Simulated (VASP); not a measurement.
A run of VASP 6.6.1 is set up as follows.

File INCAR:

```
SYSTEM = Sn
ALGO = Normal
EDIFF = 1E-7
ENCUT = 520
GGA = PS
GGA_COMPAT = .False.
ISIF = 2
ISMEAR = -1
LASPH = .True.
LCHARG = .True.
LORBIT = 11
LORBMOM = .True.
LREAL = .False.
LSORBIT = .True.
LVHAR = .True.
LWAVE = .False.
MAGMOM = 0 0 0 0 0 0
NBANDS = 40
NELM = 150
PREC = Accurate
SIGMA = 0.1
```

KPOINTS

```
k-points
0
Gamma
  7 7 7
  0 0 0
```

Contents of POSCAR:

```
Sn
1.0
   -2.9029745532      2.9029745532      1.5911403861
    2.9029745532     -2.9029745532      1.5911403861
    2.9029745532      2.9029745532     -1.5911403861
Sn
2
Direct
    0.0000000000      0.0000000000      0.0000000000
    0.7500000000      0.2500000000      0.5000000000
```

Potentials or basis: VASP PAW PBE potentials, release 64 (Sn_d).

The run is started by

```bash
$ cat potpaw_PBE.64/Sn_d/POTCAR > POTCAR
$ mpirun -np 1 vasp_ncl > vasp.out
```

(1) Predict the pressure.

(2) Predict the net moment.

Answers

(1) 0.0 GPa.

(2) 0.00 μB per cell.

Caveat: the PAW data sets were made with another functional, which shifts forces and pressure a little.
